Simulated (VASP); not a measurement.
# Sn2Ge3 (R-3m) in VASP: single point with PBE

Aim: the single point of Sn2Ge3 with PBE.

Everything below comes from runs of VASP 6.6.1. Logs are shortened: lines on timing, memory, paths and dates and some standing lists are left out, and cuts for length are marked.

**1. The cell of the first run**

Symmetry: R-3m, No. 166, trigonal system. Conventional cell: a = 3.302 Å, b = 3.302 Å, c = 36.880 Å, α = 90.00°, β = 90.00°, γ = 120.00°. Within 4.2 Å of Sn (site symmetry 3m) lie 3 Ge at 3.16 Å and 9 Sn at 3.30 to 3.52 Å. Within 3.8 Å of Ge (site symmetry 3m) lie 9 Ge at 2.87 to 3.30 Å and 3 Sn at 3.16 Å. Within 3.8 Å of Ge (site symmetry -3m) lie 12 Ge at 2.87 to 3.30 Å.

**2. Single point, PBE**

Input file INCAR:

```
SYSTEM = Sn2Ge3
PREC     = Accurate       ! precision mode
ENCUT    = 520            ! plane-wave cutoff, eV
EDIFF    = 1E-7           ! SCF threshold, eV
ISMEAR   = 0              ! smearing method
SIGMA    = 0.1            ! smearing width, eV
LREAL    = .FALSE.        ! projectors in reciprocal space
LASPH    = .TRUE.         ! aspherical terms in the spheres
NELM     = 100            ! most SCF steps
ALGO     = Normal         ! electronic algorithm
ISIF     = 2              ! what is computed and relaxed
LWAVE    = .FALSE.        ! write WAVECAR
LCHARG   = .FALSE.        ! write CHGCAR
GGA      = PE             ! functional
NBANDS   = 43             ! bands
```

Input file KPOINTS:

```
Automatic mesh
0
G
  12 12 12
  0 0 0
```

Input file POSCAR:

```
Sn2Ge3
1.0
    1.6508333908      0.9531091025     12.2934479156
   -1.6508333908      0.9531091025     12.2934479156
    0.0000000000     -1.9062182051     12.2934479156
Sn Ge
2 3
Direct
    0.2932165505      0.2932165505      0.2932165505
    0.7067834495      0.7067834495      0.7067834495
    0.8916725855      0.8916725855      0.8916725855
    0.5000000000      0.5000000000      0.5000000000
    0.1083274145      0.1083274145      0.1083274145
```

Potentials or basis: VASP PAW PBE potentials, release 64 (Sn_d, Ge_d).

On the command line:

```bash
$ cat potpaw_PBE.64/Sn_d/POTCAR potpaw_PBE.64/Ge_d/POTCAR > POTCAR
$ mpirun -np 1 vasp_std > vasp.out
```

OUTCAR:

```text
SYSTEM = Sn2Ge3
   PREC = Accurate
   ENCUT = 520
   EDIFF = 1E-7
   ISMEAR = 0
   LREAL = .FALSE.
   LASPH = .TRUE.
   NELM = 100
   ISIF = 2
   GGA = PE

 ion  position               nearest neighbor table
   1  0.293  0.293  0.293-   3 3.16   3 3.16   3 3.16   2 3.52   2 3.52   2 3.52
   2  0.707  0.707  0.707-   5 3.16   5 3.16   5 3.16   1 3.52   1 3.52   1 3.52
   3  0.892  0.892  0.892-   4 2.87   4 2.87   4 2.87   1 3.16   1 3.16   1 3.16
   4  0.500  0.500  0.500-   5 2.87   3 2.87   5 2.87   5 2.87   3 2.87   3 2.87
   5  0.108  0.108  0.108-   4 2.87   4 2.87   4 2.87   2 3.16   2 3.16   2 3.16

  LATTYP: Found a trigonal (rhomboedric) cell.
 ALAT       =    12.4403588975
 COS(alpha) =     0.9647815154

  Lattice vectors:

 A1 = (   1.6508333908,   0.9531091025,  12.2934479156)
 A2 = (  -1.6508333908,   0.9531091025,  12.2934479156)
 A3 = (   0.0000000000,  -1.9062182051,  12.2934479156)

Analysis of symmetry for initial positions (statically):
=====================================================================
 Subroutine PRICEL returns:
 Original cell was already a primitive cell.

 Routine SETGRP: Setting up the symmetry group for a
 trigonal (rhombohedral) supercell.

 Subroutine GETGRP returns: Found 12 space group operations
 (whereof 12 operations were pure point group operations)
 out of a pool of 12 trial point group operations.

The static configuration has the point symmetry D_3d.

Analysis of symmetry for dynamics (positions and initial velocities):
=====================================================================
 Subroutine PRICEL returns:
 Original cell was already a primitive cell.

 Routine SETGRP: Setting up the symmetry group for a
 trigonal (rhombohedral) supercell.

 Subroutine GETGRP returns: Found 12 space group operations
 (whereof 12 operations were pure point group operations)
 out of a pool of 12 trial point group operations.

The dynamic configuration has the point symmetry D_3d.

 Subroutine INISYM returns: Found 12 space group operations
 (whereof 12 operations are pure point group operations),
 and found     1 'primitive' translations

----------------------------------------------------------------------------------------

                                     Primitive cell

  volume of cell :     116.0569
[... 94 lines left out ...]
   NELM   =    100;   NELMIN=  2; NELMDL= -5     # of ELM steps
   EDIFF  = 0.1E-06   stopping-criterion for ELM
   LREAL  =      F    real-space projection
   EDIFFG = 0.1E-05   stopping-criterion for IOM
   NSW    =      0    number of steps for IOM
   IBRION =     -1    ionic relax: 0-MD 1-quasi-New 2-CG
   NFREE  =      0    steps in history (QN), initial steepest desc. (CG)
   ISIF   =      2    stress and relaxation
   ISYM   =      2    0-nonsym 1-usesym 2-fastsym
   POTIM  = 0.5000    time-step for ionic-motion
   TEBEG  =    0.0;   TEEND  =   0.0 temperature during run
   PSTRESS=    0.0 pullay stress
   NELECT =      70.0000    total number of electrons
   NUPDOWN=      -1.0000    fix difference up-down
   EMIN   =  10.00;   EMAX   =-10.00  energy-range for DOS
   EFERMI =   0.00;   METHOD = LEGACY
   ISMEAR =     0;   SIGMA  =   0.10  broadening in eV -4-tet -1-fermi 0-gaus
   EFERMI_NEDOS =   21; number of points for ismear=-14 and -15
   IALGO  =     38    algorithm
   IMIX   =      4    mixing-type and parameters
     AMIX     =   0.40;   BMIX     =  1.00
     AMIX_MAG =   1.60;   BMIX_MAG =  1.00
  volume/ion in A,a.u.               =      23.21       156.64
  Fermi-wavevector in a.u.,A,eV,Ry     =   1.383197  2.613863 26.031112  1.913233
  Thomas-Fermi vector in A             =   2.507817
   LORBIT       =      0    0 simple, 1 ext, 2 COOP (PROOUT), +10 PAW based schemes
   GGA     = PE    functional components
   LHFCALC =     F    Hartree Fock is set to
   AEXX    =    0.0000 exact exchange contribution
   IVDW    =     0    specifies the selected vdW correction
   LEPSILON=     F    determine dielectric tensor
   LRPA    =     F    only Hartree local field effects (RPA)
 non-spin polarized calculation
 Gauss-broadening in eV      SIGMA  =   0.10
  energy-cutoff  :      520.00
  volume of cell :      116.06
 maximum number of plane-waves:      3148
 NGX is ok and might be reduce to    96
   NGX = 47   NGY = 47   NGZ = 47

 number of electron      70.0000002 magnetization

 Free energy of the ion-electron system (eV)
  ---------------------------------------------------
  ext. energy  EPLUGINS =         0.00000000
  ---------------------------------------------------
  free energy    TOTEN  =       -19.98123532 eV

  energy without entropy =      -19.96872852  energy(sigma->0) =      -19.97498192

 E-fermi :   7.0051     XC(G=0): -10.6181

 val. band max:        6.9994917982   @ k =  -0.3333   0.0833   0.0000
 cond. band min:       7.0064499167   @ k =  -0.3333  -0.3333   0.0833
 fundamental gap:      0.0069581186
 Fermi energy:         7.0050501022

 k-point     1 :       0.0000    0.0000    0.0000
  band No.  band energies     occupation
      1     -17.8270      2.00000
      2     -17.8270      2.00000
      3     -17.8032      2.00000
      4     -17.8032      2.00000
      5     -17.7914      2.00000
      6     -17.7763      2.00000
[... 1093 lines left out ...]
     42      10.3192      0.00000
     43      10.5866      0.00000

 [... further k-points ...]

------------------------ aborting loop because EDIFF is reached ----------------------------------------

  FORCE on cell =-STRESS in cart. coord.  units (eV):
  Direction    XX          YY          ZZ          XY          YZ          ZX
  --------------------------------------------------------------------------------------
  -------------------------------------------------------------------------------------
  Total       -0.0557156     -0.0557156     -0.0480229      0.0000000      0.0000000      0.0000000
  in kB       -0.7691604     -0.7691604     -0.6629609      0.0000000      0.0000000      0.0000000
  external PRESSURE =      -0.7337606 kB  Pullay stress =       0.0000000 kB

 VOLUME and BASIS-vectors are now :
 -----------------------------------------------------------------------------
  energy-cutoff  :      520.00
  volume of cell :      116.06
      direct lattice vectors                 reciprocal lattice vectors
     1.650833391  0.953109103 12.293447916     0.302877324  0.174866305  0.027114715
    -1.650833391  0.953109103 12.293447916    -0.302877324  0.174866305  0.027114715
     0.000000000 -1.906218205 12.293447916     0.000000000 -0.349732609  0.027114715

 POSITION                                       TOTAL-FORCE (eV/Angst)
 -----------------------------------------------------------------------------------
      0.00000     -0.00000     10.81393         0.000000     -0.000000      0.003659
      0.00000     -0.00000     26.06642         0.000000      0.000000     -0.003659
      0.00000     -0.00000     32.88519         0.000000      0.000000     -0.000093
      0.00000     -0.00000     18.44017        -0.000000      0.000000     -0.000000
      0.00000     -0.00000      3.99515         0.000000     -0.000000      0.000093
 -----------------------------------------------------------------------------------
    total drift:                               -0.000000     -0.000000     -0.000000

  FREE ENERGIE OF THE ION-ELECTRON SYSTEM (eV)
  ---------------------------------------------------
  free  energy   TOTEN  =       -19.9812353173 eV

  energy  without entropy=      -19.9687285222  energy(sigma->0) =      -19.97498192
```

OSZICAR:

```text
N       E                     dE             d eps       ncg     rms          rms(c)
DAV:   1     0.697763390807E+03    0.69776E+03   -0.34696E+04 18491   0.390E+03
DAV:   2     0.124782774780E+03   -0.57298E+03   -0.55956E+03 16254   0.864E+02
DAV:   3    -0.955038688112E+01   -0.13433E+03   -0.13237E+03 17443   0.253E+02
DAV:   4    -0.197851367175E+02   -0.10235E+02   -0.10068E+02 19154   0.771E+01
DAV:   5    -0.200650834066E+02   -0.27995E+00   -0.27902E+00 18495   0.134E+01    0.270E+00
DAV:   6    -0.200058448718E+02    0.59239E-01   -0.48091E-01 22824   0.536E+00    0.161E+00
DAV:   7    -0.199873694115E+02    0.18475E-01   -0.15200E-01 22651   0.375E+00    0.882E-01
DAV:   8    -0.199812217179E+02    0.61477E-02   -0.46954E-02 18885   0.187E+00    0.136E-01
DAV:   9    -0.199812979989E+02   -0.76281E-04   -0.80562E-03 20830   0.915E-01    0.899E-02
DAV:  10    -0.199812369512E+02    0.61048E-04   -0.11838E-03 20114   0.768E-01    0.310E-02
DAV:  11    -0.199812288467E+02    0.81045E-05   -0.26155E-04 19473   0.469E-01    0.206E-02
DAV:  12    -0.199812331167E+02   -0.42700E-05   -0.97910E-05 25291   0.137E-01    0.114E-02
DAV:  13    -0.199812348456E+02   -0.17289E-05   -0.81178E-06 23332   0.476E-02    0.215E-03
DAV:  14    -0.199812353181E+02   -0.47246E-06   -0.29729E-06 16070   0.149E-02    0.754E-04
DAV:  15    -0.199812353173E+02    0.80036E-09   -0.53402E-08 10041   0.547E-03
   1 F= -.19981235E+02 E0= -.19974982E+02  d E =-.125068E-01
```

stdout:

```text
POSCAR found type information on POSCAR SnGe
 POSCAR found :  2 types and       5 ions
 scaLAPACK will be used
 LDA part: xc-table for (Slater+PW92), standard interpolation
 POSCAR, INCAR and KPOINTS ok, starting setup
 FFT: planning ... GRIDC
 FFT: planning ... GRID_SOFT
 FFT: planning ... GRID
 WAVECAR not read
 entering main loop
```

Wall time 2.4 h (1 thread of Intel Xeon 6975P-C (Granite Rapids), shared host); peak memory 2 GiB.

Results:

| Item | Value |
| --- | --- |
| Free energy | -19.9812 eV |
| Pressure | -0.1 GPa |
| Largest force | 0.004 eV/Å |
| Band gap on the k mesh | zero (bands 35 and 36 overlap by 6.05 eV) |

Forces in eV/Å, atoms in the order of the input:
```
Sn   0.000  0.000  0.004
Sn   0.000  0.000 -0.004
Ge   0.000  0.000  0.000
Ge   0.000  0.000  0.000
Ge   0.000  0.000  0.000
```

Levels at points of the mesh, in eV from the Fermi level:
```tsv
k point	band 31	band 32	band 33	band 34	band 35	band 36	band 37	band 38	band 39	band 40
(0.00, 0.00, 0.00)	-2.68	-2.36	3.82	3.99	3.99	4.27	4.78	4.78	5.92	5.92
(0.50, 0.00, 0.00)	-5.05	-3.33	-3.23	-2.47	-2.31	0.92	1.04	2.02	2.04	2.48
(0.50, 0.50, 0.00)	-4.70	-4.32	-3.83	-1.59	-1.28	0.19	0.34	0.89	2.25	3.02
(0.50, 0.50, 0.50)	-4.53	0.54	0.66	3.99	3.99	4.79	4.79	5.86	5.86	6.76
```

Caveat: spin-orbit coupling is left out, which moves the levels of the heavy elements.
